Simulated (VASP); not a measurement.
Here is a VASP 6.6.1 calculation.

The input INCAR:

```
ALGO     = Normal         # electronic algorithm
EDIFF    = 1E-6           # SCF threshold, eV
ENCUT    = 520            # plane-wave cutoff, eV
GGA      = PE             # functional
ISIF     = 2              # what is computed and relaxed
ISMEAR   = 1              # smearing method
LASPH    = True           # aspherical terms in the spheres
LCHARG   = False          # write CHGCAR
LREAL    = False          # projectors in reciprocal space
LWAVE    = False          # write WAVECAR
NBANDS   = 18             # bands
NELM     = 60             # most SCF steps
PREC     = Accurate       # precision mode
SIGMA    = 0.1            # smearing width, eV
```

Contents of KPOINTS:

```
k-points
0
Gamma
  10 10 6
```

Contents of POSCAR:

```
Sc
1.0
    3.2490953923      0.0000000000      0.0000000000
   -1.6245476962      2.8137990891      0.0000000000
    0.0000000000      0.0000000000      5.1778346124
Sc
2
Direct
    0.3333333333      0.6666666667      0.2500000000
    0.6666666667      0.3333333333      0.7500000000
```

Potentials or basis: VASP PAW PBE potentials, release 64 (Sc_sv).

The run is started by

```bash
$ cat potpaw_PBE.64/Sc_sv/POTCAR > POTCAR
$ mpirun -np 1 vasp_std > vasp.out
```

Question: Estimate the pressure.

Answer: 2.3 GPa.

Question: Predict the band gap on the k mesh.

Answer: Zero (band 11 reaches 4.84 eV, above the bottom of band 12 at 3.44 eV).

Stress tensor (GPa, compression positive):
```
3.12 0.00 0.00
0.00 3.12 0.00
0.00 0.00 0.80
```
